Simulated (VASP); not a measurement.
Write the native input for VASP 6.6.1 that does the following.

```
Task                   : single point
Functional             : PBE
Potentials or basis    : VASP PAW PBE potentials, release 64 (Si, O, P)
Cutoff                 : 520 eV
k mesh                 : 1 × 1 × 1
Occupations            : fermi-dirac, width 0.02 eV
Spin                   : collinear spin
Starting moments       : [0.0, 0.0, 0.0, 0.0, 0.0, 0.0, 0.0, 0.0, 0.0, 0.0, 0.0, 0.0, 0.0, 0.0, 0.0, 0.0, 0.0, 0.0, 0.0, 0.0, 0.0, 0.0, 0.0, 0.0, 1.0] μB
Dipole correction      : no
Further INCAR settings : LREAL = Auto; ALGO = Normal; EDIFF = 1e-07; NBANDS = 88
```

The structure of Si8PO16 (a cell with a defect) lies in POSCAR:

```
Si8PO16
1.0
   -4.9790000000     -4.9790000000      0.0000000000
    4.9790000000     -4.9790000000      0.0000000000
    0.0000000000      0.0000000000      6.9500000000
Si O P
8 16 1
Direct
    0.1734640020      0.5026389054      0.0017491682
   -0.0084985406      0.2130735252      0.2888967869
    0.7505551396      0.5023728173      0.4980622245
   -0.0054712808      0.7877055928      0.7113985799
    0.7492770721      0.0026067083     -0.0029676485
    0.5070533404      0.7153421075      0.2113320281
    0.3266862794      0.0007105610      0.5009391160
    0.5066766949      0.2925846405      0.7861361341
    0.3058875413      0.6224975350      0.1479274016
    0.8727006274      0.3099962765      0.4630687208
    0.6224990825      0.4672201847      0.6889212676
    0.0295005184      0.6334804448      0.8796317957
    0.8794272764      0.6899793069      0.5351331371
    0.6269597617      0.5417563978      0.3051065546
    0.0321766043      0.3700020202      0.1247086182
    0.3071116191      0.3849896080      0.8549210071
    0.8716067381      0.0379528509      0.1939904463
    0.4710934112      0.8796274796      0.3693608463
    0.1966896008      0.8526415157      0.6207776742
    0.6290902352      0.1984992608      0.9617091863
    0.4683223754      0.1274248759      0.6298644661
    0.1896643492      0.1441345426      0.3841142869
    0.6246684896      0.8094218720      0.0323288729
    0.8729972896      0.9644734695      0.8013412879
    0.2497161727      0.0042659012      1.0001908413
```

One way to write it, as run:

INCAR

```
SYSTEM = Si8PO16
  ALGO = Normal
  EDIFF = 1E-7
  ENCUT = 520
  GGA = PE
  ISIF = 2
  ISMEAR = -1
  ISPIN = 2
  LASPH = .TRUE.
  LCHARG = .FALSE.
  LORBIT = 11
  LREAL = Auto
  LWAVE = .FALSE.
  MAGMOM = 0 0 0 0 0 0 0 0 0 0 0 0 0 0 0 0 0 0 0 0 0 0 0 0 1
  NBANDS = 88
  NELM = 150
  PREC = Accurate
  SIGMA = 0.02
```

KPOINTS

```
k-points
0
G
  1 1 1
  0 0 0
```

Potentials or basis: VASP PAW PBE potentials, release 64 (Si, O, P).

The run is started by

```sh
$ cat potpaw_PBE.64/Si/POTCAR potpaw_PBE.64/O/POTCAR potpaw_PBE.64/P/POTCAR > POTCAR
$ mpirun -np 1 vasp_gam > vasp.out
```

Results of the run:

```yaml
Pressure: 4.5 GPa
Largest_force: 0.050 eV/Å
Net_moment: 3.00 μB per cell
Site_moments: Si +0.00, -0.00 (each value once); O +0.03, +0.00, +0.02, +0.04 (each value once); P +1.20 μB
Valence_electrons_inside_the_program's_atomic_spheres: Si 1.64, 1.63, 1.60 (each value once); O 5.25, 5.24, 5.26, 5.22 (each value once); P 2.42
```

Caveat: the k points lie up to 0.90 Å⁻¹ apart, too coarse for converged energies, forces and pressures.

Wall time 2 min on 1 thread of Intel(R) Xeon(R) Platinum 8259CL CPU @ 2.50GHz (Skylake/Cascade Lake), with other jobs on the host, peak memory 0.49 GiB.
